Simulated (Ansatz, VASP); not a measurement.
**Two plane-wave programs on BN**

INCAR

```
ALGO = Normal
EDIFF = 1E-6
ENCUT = 600
GGA = PS
GGA_COMPAT = F
ISIF = 2
ISMEAR = 0
LASPH = T
LCHARG = T
LELF = T
LREAL = F
LVHAR = T
LWAVE = F
NBANDS = 11
NELM = 120
PREC = Accurate
SIGMA = 0.05
```

Contents of KPOINTS:

```
k-points
0
Gamma
  16 16 16
```

Contents of POSCAR:

```
BN
1.0
    0.0000000000      1.8027128429      1.8027128429
    1.8027128429      0.0000000000      1.8027128429
    1.8027128429      1.8027128429      0.0000000000
B N
1 1
Direct
    0.0000000000      0.0000000000      0.0000000000
    0.7500000000      0.7500000000      0.7500000000
```

Input for Ansatz:

```yaml
crystal:
  lattice:
    - [0.0, 1.8027128429, 1.8027128429]
    - [1.8027128429, 0.0, 1.8027128429]
    - [1.8027128429, 1.8027128429, 0.0]
  atoms:
    - { symbol: B, position: [0.0, 0.0, 0.0] }
    - { symbol: "N", position: [0.75, 0.75, 0.75] }
basis:
  ecutwfc: 420
  ecutrho_ratio: 4
kpoints:
  mp_grid: { grid: [16, 16, 16] }
hamiltonian:
  xc: pbesol
scf:
  occupations: { method: gaussian, width: 0.05 }
output:
  forces: true
  stress: true
  eigenvalues: true
```

Alike in both runs: task single point; functional PBEsol; k mesh 16 × 16 × 16; occupations gaussian, width 0.05 eV; no spin polarisation.

```csv
,VASP,Ansatz
version,VASP 6.6.1,Ansatz 0.2.0
potentials or method,"VASP PAW PBE potentials, release 64 (B, N), cutoff 600 eV","scalar-relativistic, plane waves, PAW"
valence electrons in the cell,8,8
```

```tsv
	VASP	Ansatz	Ansatz less VASP
gap on the k mesh at the Fermi level (eV)	4.28	4.30	+0.013
least direct gap on the mesh (eV)	8.80	8.81	+0.009
pressure (GPa)	0.4	0.1	-0.33
```

VASP's potentials were made for PBE, not for PBEsol. With one functional, cell and mesh, what is left measures potentials, basis and numerics.
